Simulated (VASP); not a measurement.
# ZnS in VASP: single point with PBE

Aim: the single point of ZnS with PBE.

Program: VASP 6.6.1. These are calculated values, not measurements. Logs are shortened: lines on timing, memory, paths and dates and some standing lists are left out, and cuts for length are marked.

## 1. The cell of the first run

The typed cell holds 8 atoms: a = 3.811 Å, b = 3.811 Å, c = 12.661 Å, α = 81.34°, β = 81.34°, γ = 60.00°.

## 2. Single point, PBE

INCAR

```
SYSTEM = ZnS
PREC = Accurate
ENCUT = 520
EDIFF = 1E-6
ISMEAR = 0
SIGMA = 0.05
LREAL = .False.
LASPH = .True.
NELM = 60
ALGO = Normal
ISIF = 2
LWAVE = .False.
LCHARG = .False.
GGA = PE
NBANDS = 46
```

KPOINTS

```
regular mesh
0
Gamma
  8 8 3
  0 0 0
```

POSCAR

```
ZnS
1.0
   -3.8109987816      0.0000000000      0.0000000000
   -1.9054993908     -3.3004217586      0.0000000000
   -1.9053088408     -1.1000305722     12.4680000000
Zn S
4 4
Direct
    0.1154384583      0.1154384583      0.6537500000
    0.2820884583      0.2820884583      0.1537500000
    0.3654467917      0.3654467917      0.9037500000
    0.5320967917      0.5320967917      0.4037500000
    0.0512782083      0.0512782083      0.8462500000
    0.2179282083      0.2179282083      0.3462500000
    0.6345865417      0.6345865417      0.0962500000
    0.4679365417      0.4679365417      0.5962500000
```

Potentials or basis: VASP PAW PBE potentials, release 64 (Zn, S).

Command:

```bash
cat potpaw_PBE.64/Zn/POTCAR potpaw_PBE.64/S/POTCAR > POTCAR
mpirun -np 1 vasp_std > vasp.out
```

OUTCAR:

```text
SYSTEM = ZnS
   PREC = Accurate
   ENCUT = 520
   EDIFF = 1E-6
   ISMEAR = 0
   LREAL = .False.
   LASPH = .True.
   NELM = 60
   ISIF = 2
   GGA = PE

 ion  position               nearest neighbor table
   1  0.115  0.115  0.654-   8 2.31   8 2.31   8 2.31   5 2.40
   2  0.282  0.282  0.154-   7 2.31   7 2.31   7 2.31   6 2.40
   3  0.365  0.365  0.904-   5 2.31   5 2.31   5 2.31
   4  0.532  0.532  0.404-   6 2.31   6 2.31   6 2.31   8 2.40
   5  0.051  0.051  0.846-   3 2.31   3 2.31   3 2.31   1 2.40
   6  0.218  0.218  0.346-   4 2.31   4 2.31   4 2.31   2 2.40
   7  0.635  0.635  0.096-   2 2.31   2 2.31   2 2.31
   8  0.468  0.468  0.596-   1 2.31   1 2.31   1 2.31   4 2.40

  LATTYP: Found a base centered monoclinic cell.
 ALAT       =     6.6008435173
 B/A-ratio  =     0.5773502692
 C/A-ratio  =     1.9180305880
 COS(beta)  =    -0.1737719941

  Lattice vectors:

 A1 = (   3.8109987816,   0.0000000000,   0.0000000000)
 A2 = (   1.9054993908,   3.3004217586,   0.0000000000)
 A3 = (  -1.9053088408,  -1.1000305722,  12.4680000000)

Analysis of symmetry for initial positions (statically):
=====================================================================
 Subroutine PRICEL returns:
 Original cell was already a primitive cell.

 Routine SETGRP: Setting up the symmetry group for a
 base centered monoclinic supercell.

 Subroutine GETGRP returns: Found  2 space group operations
 (whereof  2 operations were pure point group operations)
 out of a pool of  4 trial point group operations.

The static configuration has the point symmetry C_1h.

Analysis of symmetry for dynamics (positions and initial velocities):
=====================================================================
 Subroutine PRICEL returns:
 Original cell was already a primitive cell.

 Routine SETGRP: Setting up the symmetry group for a
 base centered monoclinic supercell.

 Subroutine GETGRP returns: Found  2 space group operations
 (whereof  2 operations were pure point group operations)
 out of a pool of  4 trial point group operations.

The dynamic configuration has the point symmetry C_1h.

 Subroutine INISYM returns: Found  2 space group operations
 (whereof  2 operations are pure point group operations),
 and found     1 'primitive' translations

----------------------------------------------------------------------------------------
[... 131 lines left out ...]
   IBRION =     -1    ionic relax: 0-MD 1-quasi-New 2-CG
   NFREE  =      0    steps in history (QN), initial steepest desc. (CG)
   ISIF   =      2    stress and relaxation
   ISYM   =      2    0-nonsym 1-usesym 2-fastsym
   POTIM  = 0.5000    time-step for ionic-motion
   TEBEG  =    0.0;   TEEND  =   0.0 temperature during run
   PSTRESS=    0.0 pullay stress
   NELECT =      72.0000    total number of electrons
   NUPDOWN=      -1.0000    fix difference up-down
   EMIN   =  10.00;   EMAX   =-10.00  energy-range for DOS
   EFERMI =   0.00;   METHOD = LEGACY
   ISMEAR =     0;   SIGMA  =   0.05  broadening in eV -4-tet -1-fermi 0-gaus
   EFERMI_NEDOS =   21; number of points for ismear=-14 and -15
   IALGO  =     38    algorithm
   IMIX   =      4    mixing-type and parameters
     AMIX     =   0.40;   BMIX     =  1.00
     AMIX_MAG =   1.60;   BMIX_MAG =  1.00
  volume/ion in A,a.u.               =      19.60       132.29
  Fermi-wavevector in a.u.,A,eV,Ry     =   1.262944  2.386617 21.701656  1.595027
  Thomas-Fermi vector in A             =   2.396326
   LORBIT       =      0    0 simple, 1 ext, 2 COOP (PROOUT), +10 PAW based schemes
   GGA     = PE    functional components
   LHFCALC =     F    Hartree Fock is set to
   AEXX    =    0.0000 exact exchange contribution
   IVDW    =     0    specifies the selected vdW correction
   LEPSILON=     F    determine dielectric tensor
   LRPA    =     F    only Hartree local field effects (RPA)
 non-spin polarized calculation
 Gauss-broadening in eV      SIGMA  =   0.05
  energy-cutoff  :      520.00
  volume of cell :      156.82
 maximum number of plane-waves:      4249
   NGX = 15   NGY = 15   NGZ = 47

 number of electron      72.0000008 magnetization

 Free energy of the ion-electron system (eV)
  ---------------------------------------------------
  ext. energy  EPLUGINS =         0.00000000
  ---------------------------------------------------
  free energy    TOTEN  =       -26.65256871 eV

  energy without entropy =      -26.65256871  energy(sigma->0) =      -26.65256871

 E-fermi :   2.5697     XC(G=0):  -9.6935

 val. band max:        2.2875486635   @ k =   0.0000   0.0000   0.3333
 cond. band min:       3.9627295336   @ k =   0.0000   0.0000   0.0000
 fundamental gap:      1.6751808701
 Fermi energy:         2.5697099862

 k-point     1 :       0.0000    0.0000    0.0000
  band No.  band energies     occupation
      1     -11.1609      2.00000
      2     -10.7046      2.00000
      3     -10.3995      2.00000
      4      -9.8452      2.00000
      5      -4.6229      2.00000
      6      -4.6229      2.00000
[... 1165 lines left out ...]
     45       9.3662      0.00000
     46       9.4119      0.00000

 [... further k-points ...]

------------------------ aborting loop because EDIFF is reached ----------------------------------------

  FORCE on cell =-STRESS in cart. coord.  units (eV):
  Direction    XX          YY          ZZ          XY          YZ          ZX
  --------------------------------------------------------------------------------------
  -------------------------------------------------------------------------------------
  Total        2.0839340      2.0840033      1.3222898     -0.0000600      0.0002291      0.0003968
  in kB       21.2906784     21.2913866     13.5092795     -0.0006133      0.0023407      0.0040541
  external PRESSURE =      18.6971149 kB  Pullay stress =       0.0000000 kB

 VOLUME and BASIS-vectors are now :
 -----------------------------------------------------------------------------
  energy-cutoff  :      520.00
  volume of cell :      156.82
      direct lattice vectors                 reciprocal lattice vectors
    -3.810998782  0.000000000  0.000000000    -0.262398405  0.151495789 -0.026732435
    -1.905499391 -3.300421759  0.000000000     0.000000000 -0.302991579 -0.026732435
    -1.905308841 -1.100030572 12.468000000     0.000000000  0.000000000  0.080205326

 POSITION                                       TOTAL-FORCE (eV/Angst)
 -----------------------------------------------------------------------------------
     -1.90550     -1.10014      8.15096         0.000538      0.000310      0.129362
     -1.90550     -1.10014      1.91696        -0.000963     -0.000556      0.363812
     -3.81100     -2.20028     11.26796         0.000284      0.000164      0.135308
     -3.81100     -2.20028      5.03396        -0.000940     -0.000543      0.106287
     -1.90550     -1.10014     10.55104         0.000137      0.000079      0.101955
     -1.90550     -1.10014      4.31704         0.000332      0.000192     -0.093306
     -3.81100     -2.20028      1.20004         0.000286      0.000165     -0.608002
     -3.81100     -2.20028      7.43404         0.000326      0.000188     -0.135415
 -----------------------------------------------------------------------------------
    total drift:                               -0.001935     -0.001117     -0.002222

  FREE ENERGIE OF THE ION-ELECTRON SYSTEM (eV)
  ---------------------------------------------------
  free  energy   TOTEN  =       -26.6525687067 eV

  energy  without entropy=      -26.6525687067  energy(sigma->0) =      -26.65256871
```

OSZICAR:

```text
N       E                     dE             d eps       ncg     rms          rms(c)
DAV:   1     0.594928571482E+03    0.59493E+03   -0.33171E+04  5244   0.190E+03
DAV:   2     0.530970071303E+02   -0.54183E+03   -0.52106E+03  5244   0.439E+02
DAV:   3    -0.247394553804E+02   -0.77836E+02   -0.76681E+02  5762   0.153E+02
DAV:   4    -0.285115341195E+02   -0.37721E+01   -0.37562E+01  6442   0.339E+01
DAV:   5    -0.285703407869E+02   -0.58807E-01   -0.58778E-01  6160   0.430E+00    0.140E+01
DAV:   6    -0.266359441652E+02    0.19344E+01   -0.37948E+00  8104   0.434E+01    0.108E+01
DAV:   7    -0.267184213712E+02   -0.82477E-01   -0.46973E+00  6028   0.987E+00    0.415E+00
DAV:   8    -0.266546224164E+02    0.63799E-01   -0.49082E-01  6642   0.714E+00    0.135E+00
DAV:   9    -0.266513751139E+02    0.32473E-02   -0.10459E-01  6538   0.545E+00    0.387E-01
DAV:  10    -0.266520529573E+02   -0.67784E-03   -0.20870E-02  6196   0.200E+00    0.244E-01
DAV:  11    -0.266524432596E+02   -0.39030E-03   -0.30167E-03  7256   0.680E-01    0.126E-01
DAV:  12    -0.266525761845E+02   -0.13292E-03   -0.16820E-03  6850   0.629E-01    0.430E-02
DAV:  13    -0.266525620647E+02    0.14120E-04   -0.32256E-04  6060   0.187E-01    0.198E-02
DAV:  14    -0.266525618694E+02    0.19533E-06   -0.60353E-05  7776   0.652E-02    0.161E-02
DAV:  15    -0.266525671214E+02   -0.52520E-05   -0.13021E-05  6106   0.350E-02    0.740E-03
DAV:  16    -0.266525689474E+02   -0.18260E-05   -0.40405E-06  5190   0.235E-02    0.458E-03
DAV:  17    -0.266525687067E+02    0.24076E-06   -0.18562E-06  4168   0.906E-03
   1 F= -.26652569E+02 E0= -.26652569E+02  d E =-.119642E-16
```

Run time: 3.5 min. Hardware: 1 thread of Intel Xeon 6975P-C (Granite Rapids), shared host; peak memory 0.45 GiB.

Results:

| Property | Result |
| --- | --- |
| Free energy | -26.6526 eV |
| Pressure | 1.9 GPa |
| Largest force | 0.608 eV/Å |
| Band gap on the k mesh | 1.68 eV |

Forces in eV/Å, atoms in the order of the input:
```
Zn   0.001  0.000  0.129
Zn  -0.001 -0.001  0.364
Zn   0.000  0.000  0.135
Zn  -0.001 -0.001  0.106
S    0.000  0.000  0.102
S    0.000  0.000 -0.093
S    0.000  0.000 -0.608
S    0.000  0.000 -0.135
```

Stress tensor (GPa, compression positive):
```
2.13 0.00 0.00
0.00 2.13 0.00
0.00 0.00 1.35
```

Caveat: an odd mesh through Γ misses points on the zone boundary, where band edges can lie.
